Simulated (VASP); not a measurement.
Y2HfF: single point with PBE

The system is Y2HfF.

```
CELL_PARAMETERS angstrom
4.71733 0.00000 0.00000
0.00000 4.71733 0.00000
0.00000 0.00000 8.70894
ATOMIC_POSITIONS crystal
Y 0.00000 0.50000 0.66305
Y 0.50000 0.00000 0.33695
Y 0.50000 0.50000 0.00000
Y 0.00000 0.00000 0.00000
Hf 0.50000 0.00000 0.72012
Hf 0.00000 0.50000 0.27988
F 0.00000 0.50000 0.01339
F 0.50000 0.00000 0.98661
```

```
Program                : VASP 6.6.1
Task                   : single point
Functional             : PBE
Potentials or basis    : VASP PAW PBE potentials, release 64 (Y_sv, Hf_pv, F)
Cutoff                 : 520 eV
k mesh                 : 4 × 4 × 2
Occupations            : gaussian, width 0.1 eV
Spin                   : no spin polarisation
Dipole correction      : no
Further INCAR settings : ALGO = Normal; EDIFF = 1e-06; NBANDS = 49
```

| Item | Value |
| --- | --- |
| Pressure | -0.2 GPa |
| Largest force | 0.055 eV/Å |
| Band gap on the k mesh | zero (band 39 reaches 4.14 eV, above the bottom of band 40 at 3.60 eV) |

Forces on the atoms (eV/Å):
```
Y    0.000  0.000 -0.003
Y    0.000  0.000  0.003
Y    0.000  0.000  0.000
Y    0.000  0.000  0.000
Hf   0.000  0.000  0.044
Hf   0.000  0.000 -0.044
F    0.000  0.000  0.055
F    0.000  0.000 -0.055
```

Stress tensor (GPa, compression positive):
```
-0.10  0.00  0.00
 0.00 -0.10  0.00
 0.00  0.00 -0.38
```

Levels at points of the mesh, in eV from the Fermi level:
| k point | band 34 | band 35 | band 36 | band 37 | band 38 | band 39 | band 40 | band 41 | band 42 | band 43 |
| --- | --- | --- | --- | --- | --- | --- | --- | --- | --- | --- |
| (0.00, 0.00, 0.00) | -1.43 | -1.00 | -1.00 | -0.86 | -0.70 | 0.03 | 0.07 | 0.07 | 0.23 | 0.25 |
| (0.50, 0.00, 0.00) | -1.37 | -0.69 | -0.69 | -0.27 | -0.27 | 0.26 | 0.26 | 0.41 | 0.41 | 0.80 |
| (0.50, 0.50, 0.00) | -1.30 | -1.15 | -1.15 | -0.53 | -0.53 | 0.03 | 0.03 | 0.64 | 0.64 | 1.65 |
| (0.00, 0.00, 0.50) | -1.25 | -1.24 | -1.24 | -1.21 | -0.27 | -0.23 | 0.09 | 0.54 | 1.07 | 1.07 |
| (0.50, 0.00, 0.50) | -1.85 | -0.51 | -0.51 | -0.38 | -0.38 | 0.47 | 0.47 | 0.48 | 0.48 | 0.87 |
| (0.50, 0.50, 0.50) | -1.06 | -0.99 | -0.99 | -0.78 | -0.78 | 0.29 | 0.29 | 0.71 | 0.71 | 1.52 |

Run time: 64 s on 1 thread of Intel(R) Xeon(R) 6975P-C (Granite Rapids), on a shared host, peak memory 0.35 GiB.

Caveat: the k points lie up to 0.36 Å⁻¹ apart; spin-orbit coupling is left out, which moves the levels of the heavy elements.
